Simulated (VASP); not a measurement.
# Cd3HgTe4 (P-43m) in VASP: relaxation of cell and atoms with PBE

Aim: the relaxation of cell and atoms of Cd3HgTe4 with PBE.

Program: VASP 6.6.1. These are calculated values, not measurements. Logs are shortened: lines on timing, memory, paths and dates and some standing lists are left out, and cuts for length are marked.

### Step 1. The cell of the first run

The structure is cubic, space group P-43m (No. 215). Conventional cell: a = 6.621 Å, b = 6.621 Å, c = 6.621 Å, α = 90.00°, β = 90.00°, γ = 90.00°. Within 3.8 Å of Cd (site symmetry -42m) lie 4 Te at 2.86 Å. Within 3.8 Å of Hg (site symmetry -43m) lie 4 Te at 2.88 Å. Within 3.8 Å of Te (site symmetry 3m) lie 3 Cd at 2.86 Å and 1 Hg at 2.88 Å.

### Step 2. Relaxation of cell and atoms, PBE

INCAR reads:

```
SYSTEM = Cd3HgTe4
PREC = Accurate ; ENCUT = 600
EDIFF = 1E-7 ; ISMEAR = 0
SIGMA = 0.01 ; LREAL = .False.
LASPH = .True. ; NELM = 60
ALGO = Normal ; ISIF = 3
LWAVE = .False. ; LCHARG = .False.
GGA = PE ; IBRION = 2
NSW = 100 ; EDIFFG = -0.01
```

KPOINTS reads:

```
Automatic mesh
0
Gamma
  6 6 6
  0 0 0
```

POSCAR reads:

```
Cd3HgTe4
1.0
    6.6210083656      0.0000000000      0.0000000000
    0.0000000000      6.6210083656      0.0000000000
    0.0000000000      0.0000000000      6.6210083656
Cd Hg Te
3 1 4
Direct
    0.0000000000      0.0000000000      0.5000000000
    0.0000000000      0.5000000000      0.0000000000
    0.5000000000      0.0000000000      0.0000000000
    0.5000000000      0.5000000000      0.5000000000
    0.2490940360      0.2490940360      0.2490940360
    0.2490940360      0.7509059640      0.7509059640
    0.7509059640      0.2490940360      0.7509059640
    0.7509059640      0.7509059640      0.2490940360
```

Potentials or basis: VASP PAW PBE potentials, release 64 (Cd, Hg, Te).

Started as:

```
cat potpaw_PBE.64/Cd/POTCAR potpaw_PBE.64/Hg/POTCAR potpaw_PBE.64/Te/POTCAR > POTCAR
mpirun -np 1 vasp_std > vasp.out
```

OUTCAR:

```text
SYSTEM = Cd3HgTe4
   PREC = Accurate
   ENCUT = 600
   EDIFF = 1E-7
   ISMEAR = 0
   LREAL = .False.
   LASPH = .True.
   NELM = 60
   ISIF = 3
   GGA = PE
   IBRION = 2
   NSW = 100
   EDIFFG = -0.01

 ion  position               nearest neighbor table
   1  0.000  0.000  0.500-   5 2.86   6 2.86   7 2.86   8 2.86
   2  0.000  0.500  0.000-   5 2.86   6 2.86   7 2.86   8 2.86
   3  0.500  0.000  0.000-   5 2.86   6 2.86   7 2.86   8 2.86
   4  0.500  0.500  0.500-   5 2.88   6 2.88   7 2.88   8 2.88
   5  0.249  0.249  0.249-   1 2.86   2 2.86   3 2.86   4 2.88
   6  0.249  0.751  0.751-   1 2.86   2 2.86   3 2.86   4 2.88
   7  0.751  0.249  0.751-   1 2.86   2 2.86   3 2.86   4 2.88
   8  0.751  0.751  0.249-   1 2.86   2 2.86   3 2.86   4 2.88

  LATTYP: Found a simple cubic cell.
 ALAT       =     6.6210083656

  Lattice vectors:

 A1 = (   6.6210083656,   0.0000000000,   0.0000000000)
 A2 = (   0.0000000000,   6.6210083656,   0.0000000000)
 A3 = (   0.0000000000,   0.0000000000,   6.6210083656)

Analysis of symmetry for initial positions (statically):
=====================================================================
 Subroutine PRICEL returns:
 Original cell was already a primitive cell.

 Routine SETGRP: Setting up the symmetry group for a
 simple cubic supercell.

 Subroutine GETGRP returns: Found 24 space group operations
 (whereof 24 operations were pure point group operations)
 out of a pool of 48 trial point group operations.

The static configuration has the point symmetry T_d .

Analysis of symmetry for dynamics (positions and initial velocities):
=====================================================================
 Subroutine PRICEL returns:
 Original cell was already a primitive cell.

 Routine SETGRP: Setting up the symmetry group for a
 simple cubic supercell.

 Subroutine GETGRP returns: Found 24 space group operations
 (whereof 24 operations were pure point group operations)
 out of a pool of 48 trial point group operations.

The dynamic configuration has the point symmetry T_d .

 Subroutine INISYM returns: Found 24 space group operations
 (whereof 24 operations are pure point group operations),
 and found     1 'primitive' translations

----------------------------------------------------------------------------------------

                                     Primitive cell

  volume of cell :     290.2501

  direct lattice vectors                    reciprocal lattice vectors
     6.621008366  0.000000000  0.000000000     0.151034396  0.000000000  0.000000000
     0.000000000  6.621008366  0.000000000     0.000000000  0.151034396  0.000000000
     0.000000000  0.000000000  6.621008366     0.000000000  0.000000000  0.151034396

  length of vectors
     6.621008366  6.621008366  6.621008366     0.151034396  0.151034396  0.151034396

  position of ions in fractional coordinates (direct lattice)
     0.000000000  0.000000000  0.500000000
     0.000000000  0.500000000  0.000000000
     0.500000000  0.000000000  0.000000000
     0.500000000  0.500000000  0.500000000
     0.249094036  0.249094036  0.249094036
     0.249094036  0.750905964  0.750905964
     0.750905964  0.249094036  0.750905964
     0.750905964  0.750905964  0.249094036

  ion indices of the primitive-cell ions
   primitive index   ion index
                 1           1
                 2           2
                 3           3
                 4           4
                 5           5
                 6           6
                 7           7
                 8           8
[... 81 lines left out ...]
   EFERMI =   0.00;   METHOD = LEGACY
   ISMEAR =     0;   SIGMA  =   0.01  broadening in eV -4-tet -1-fermi 0-gaus
   EFERMI_NEDOS =   21; number of points for ismear=-14 and -15
   IALGO  =     38    algorithm
   IMIX   =      4    mixing-type and parameters
     AMIX     =   0.40;   BMIX     =  1.00
     AMIX_MAG =   1.60;   BMIX_MAG =  1.00
  volume/ion in A,a.u.               =      36.28       244.84
  Fermi-wavevector in a.u.,A,eV,Ry     =   1.028636  1.943839 14.396203  1.058091
  Thomas-Fermi vector in A             =   2.162642
   LORBIT       =      0    0 simple, 1 ext, 2 COOP (PROOUT), +10 PAW based schemes
   GGA     = PE    functional components
   LHFCALC =     F    Hartree Fock is set to
   AEXX    =    0.0000 exact exchange contribution
   IVDW    =     0    specifies the selected vdW correction
   LEPSILON=     F    determine dielectric tensor
   LRPA    =     F    only Hartree local field effects (RPA)
 conjugate gradient relaxation of ions
 non-spin polarized calculation
 Gauss-broadening in eV      SIGMA  =   0.01
  energy-cutoff  :      600.00
  volume of cell :      290.25
 maximum number of plane-waves:      9808
 NGX is ok and might be reduce to    54
   NGX = 27   NGY = 27   NGZ = 27

--------------------------------------- Ionic step        1  -------------------------------------------

 number of electron      71.9999998 magnetization

 Free energy of the ion-electron system (eV)
  ---------------------------------------------------
  ext. energy  EPLUGINS =         0.00000000
  ---------------------------------------------------
  free energy    TOTEN  =       -18.06481253 eV

  energy without entropy =      -18.06481253  energy(sigma->0) =      -18.06481253

------------------------ aborting loop because EDIFF is reached ----------------------------------------

  FORCE on cell =-STRESS in cart. coord.  units (eV):
  Direction    XX          YY          ZZ          XY          YZ          ZX
  --------------------------------------------------------------------------------------
  -------------------------------------------------------------------------------------
  Total        0.2838153      0.2838153      0.2838153      0.0000000     -0.0000000      0.0000000
  in kB        1.5666570      1.5666570      1.5666570      0.0000000     -0.0000000      0.0000000
  external PRESSURE =       1.5666570 kB  Pullay stress =       0.0000000 kB

 VOLUME and BASIS-vectors are now :
 -----------------------------------------------------------------------------
  energy-cutoff  :      600.00
  volume of cell :      290.25
      direct lattice vectors                 reciprocal lattice vectors
     6.621008366  0.000000000  0.000000000     0.151034396  0.000000000  0.000000000
     0.000000000  6.621008366  0.000000000     0.000000000  0.151034396  0.000000000
     0.000000000  0.000000000  6.621008366     0.000000000  0.000000000  0.151034396

 POSITION                                       TOTAL-FORCE (eV/Angst)
 -----------------------------------------------------------------------------------
      0.00000      0.00000      3.31050         0.000000      0.000000     -0.000000
      0.00000      3.31050      0.00000         0.000000     -0.000000     -0.000000
      3.31050      0.00000      0.00000         0.000000      0.000000     -0.000000
      3.31050      3.31050      3.31050        -0.000000     -0.000000     -0.000000
      1.64925      1.64925      1.64925         0.000597      0.000597      0.000597
      1.64925      4.97175      4.97175         0.000597     -0.000597     -0.000597
      4.97175      1.64925      4.97175        -0.000597      0.000597     -0.000597
      4.97175      4.97175      1.64925        -0.000597     -0.000597      0.000597
 -----------------------------------------------------------------------------------
    total drift:                                0.000000      0.000000      0.000000

  FREE ENERGIE OF THE ION-ELECTRON SYSTEM (eV)
  ---------------------------------------------------
  free  energy   TOTEN  =       -18.0648125295 eV

  energy  without entropy=      -18.0648125295  energy(sigma->0) =      -18.06481253

--------------------------------------- Ionic step        2  -------------------------------------------

 number of electron      72.0000001 magnetization

 Free energy of the ion-electron system (eV)
  ---------------------------------------------------
  ext. energy  EPLUGINS =         0.00000000
  ---------------------------------------------------
  free energy    TOTEN  =       -18.06541586 eV

  energy without entropy =      -18.06541586  energy(sigma->0) =      -18.06541586

 E-fermi :   1.9302     XC(G=0):  -8.3098

 val. band max:        1.8850508179   @ k =   0.0000   0.0000   0.0000
 cond. band min:       2.0589492771   @ k =   0.0000   0.0000   0.0000
 fundamental gap:      0.1738984591
 Fermi energy:         1.9302462657

 k-point     1 :       0.0000    0.0000    0.0000
  band No.  band energies     occupation
      1      -9.0829      2.00000
      2      -8.5929      2.00000
      3      -8.5929      2.00000
      4      -8.5929      2.00000
      5      -6.2462      2.00000
      6      -6.2462      2.00000
[... 909 lines left out ...]
     42       6.9998      0.00000
     43       6.9998      0.00000

------------------------ aborting loop because EDIFF is reached ----------------------------------------

  FORCE on cell =-STRESS in cart. coord.  units (eV):
  Direction    XX          YY          ZZ          XY          YZ          ZX
  --------------------------------------------------------------------------------------
  -------------------------------------------------------------------------------------
  Total       -0.0350529     -0.0350529     -0.0350529      0.0000000     -0.0000000      0.0000000
  in kB       -0.1925012     -0.1925012     -0.1925012      0.0000000     -0.0000000      0.0000000
  external PRESSURE =      -0.1925012 kB  Pullay stress =       0.0000000 kB

 VOLUME and BASIS-vectors are now :
 -----------------------------------------------------------------------------
  energy-cutoff  :      600.00
  volume of cell :      291.74
      direct lattice vectors                 reciprocal lattice vectors
     6.632340223  0.000000000  0.000000000     0.150776342 -0.000000000 -0.000000000
     0.000000000  6.632340223  0.000000000    -0.000000000  0.150776342  0.000000000
     0.000000000 -0.000000000  6.632340223    -0.000000000 -0.000000000  0.150776342

 POSITION                                       TOTAL-FORCE (eV/Angst)
 -----------------------------------------------------------------------------------
      0.00000     -0.00000      3.31617        -0.000000     -0.000000      0.000000
      0.00000      3.31617      6.63234        -0.000000      0.000000      0.000000
      3.31617     -0.00000      6.63234        -0.000000     -0.000000      0.000000
      3.31617      3.31617      3.31617        -0.000000     -0.000000      0.000000
      1.65211      1.65211      1.65211         0.000423      0.000423      0.000423
      1.65211      4.98023      4.98023         0.000423     -0.000423     -0.000423
      4.98023      1.65211      4.98023        -0.000423      0.000423     -0.000423
      4.98023      4.98023      1.65211        -0.000423     -0.000423      0.000423
 -----------------------------------------------------------------------------------
    total drift:                                0.000000      0.000000      0.000000

  FREE ENERGIE OF THE ION-ELECTRON SYSTEM (eV)
  ---------------------------------------------------
  free  energy   TOTEN  =       -18.0654158589 eV

  energy  without entropy=      -18.0654158589  energy(sigma->0) =      -18.06541586

 reached required accuracy - stopping structural energy minimisation
```

It took 9.3 min on 1 thread of Oxide Virtual Turin-like, shared host; peak memory 0.58 GiB.

Results:

```yaml
Free_energy: -18.0654 eV
Relaxed_volume: 36.47 Å³/atom
Relaxed_cell: a = 6.632 Å, b = 6.632 Å, c = 6.632 Å, α = 90.00°, β = 90.00°, γ = 90.00°
Space_group_after_relaxing_to_0.1_Å: P-43m (No. 215)
Energy_gained_by_relaxing: 0.1 meV/atom
Ionic_steps: 2
Pressure_after_relaxing: 0.0 GPa
Band_gap_on_the_k_mesh: 0.17 eV
```

Step by step:
```tsv
step	energy change (eV)	largest force (eV/Å)	pressure (GPa)	volume (Å³)
1	0.0000	0.0010	0.16	290.25
2	-0.0006	0.0007	-0.02	291.74
```

Final structure:
```yaml
crystal:
  lattice:
    - [6.63234, 0.00000, 0.00000]
    - [0.00000, 6.63234, 0.00000]
    - [0.00000, 0.00000, 6.63234]
  atoms:
    - { symbol: Cd, position: [0.00000, 0.00000, 0.50000] }
    - { symbol: Cd, position: [0.00000, 0.50000, 0.00000] }
    - { symbol: Cd, position: [0.50000, 0.00000, 0.00000] }
    - { symbol: Hg, position: [0.50000, 0.50000, 0.50000] }
    - { symbol: Te, position: [0.24910, 0.24910, 0.24910] }
    - { symbol: Te, position: [0.24910, 0.75090, 0.75090] }
    - { symbol: Te, position: [0.75090, 0.24910, 0.75090] }
    - { symbol: Te, position: [0.75090, 0.75090, 0.24910] }
```

Caveat: spin-orbit coupling is left out, which moves the levels of the heavy elements.
